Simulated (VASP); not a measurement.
Runs of VASP 6.6.1 on Co. The structure is that of space group Fd-3m (No. 227), or close to it. The cells are those of the table. 

```tsv
cell	k mesh	cutoff (eV)	gap on the mesh (eV)	pressure (GPa)	moment (μB)
a = 3.287 Å, angles 60.0°, 2 atoms	13 × 13 × 13	520	none	21.6	(b)
a = 3.430 Å, angles 60.0°, 2 atoms	13 × 13 × 13	520	none	-1.4	0.74
a = 3.430 Å, angles 60.0°, 2 atoms	13 × 13 × 13	600	none	(a)	0.74
a = 3.383 Å, angles 60.0°, 2 atoms	13 × 13 × 13	520	none	4.4	0.48
a = 3.430 Å, angles 60.0°, 2 atoms	11 × 11 × 11	600	none	-1.4	0.74
```

Alike in all rows: task single point; level PBEsol; potentials or basis VASP PAW PBE potentials, release 64 (Co); spin collinear, ferromagnetic start; smearing fermi-dirac 0.05 eV.

Problem. Estimate the missing entries.

Solution. (a) -1.5; (b) 0.00.

Caveats: the PAW data sets were made with another functional, which shifts forces and pressure a little.

A gap of «none» marks levels without a gap at the run's occupations.
